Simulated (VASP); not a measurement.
Input of a VASP 6.6.1 run:

Contents of INCAR:

```
  ALGO = Normal
  EDIFF = 1E-6
  ENCUT = 520
  GGA = PE
  ISIF = 2
  ISMEAR = 0
  LASPH = True
  LCHARG = False
  LREAL = False
  LWAVE = False
  NBANDS = 24
  NELM = 100
  PREC = Accurate
  SIGMA = 0.1
```

File KPOINTS:

```
k-points
0
Gamma
  18 18 18
```

File POSCAR:

```
Ge2Sb
1.0
   -1.7415042764      1.7415042764      5.4173981739
    1.7415042764     -1.7415042764      5.4173981739
    1.7415042764      1.7415042764     -5.4173981739
Ge Sb
2 1
Direct
    0.3145847947      0.3145847947      0.0000000000
    0.6854152053      0.6854152053      0.0000000000
    0.0000000000      0.0000000000      0.0000000000
```

Potentials or basis: VASP PAW PBE potentials, release 64 (Ge_d, Sb).

The run is started by

```sh
$ cat potpaw_PBE.64/Ge_d/POTCAR potpaw_PBE.64/Sb/POTCAR > POTCAR
$ mpirun -np 1 vasp_std > vasp.out
```

Problem. Estimate the band gap on the k mesh.

Solution. Zero (an odd number of electrons rules out a gap without spin polarisation).

Problem. What does it give for the largest force?

Solution. 0.007 eV/Å.

Forces on the atoms (eV/Å):
```
Ge   0.000  0.000  0.007
Ge   0.000  0.000 -0.007
Sb   0.000  0.000  0.000
```

Caveat: spin-orbit coupling is left out, which moves the levels of the heavy elements; an odd number of electrons without spin polarisation forces a metal; a magnetic or distorted state may lie lower.
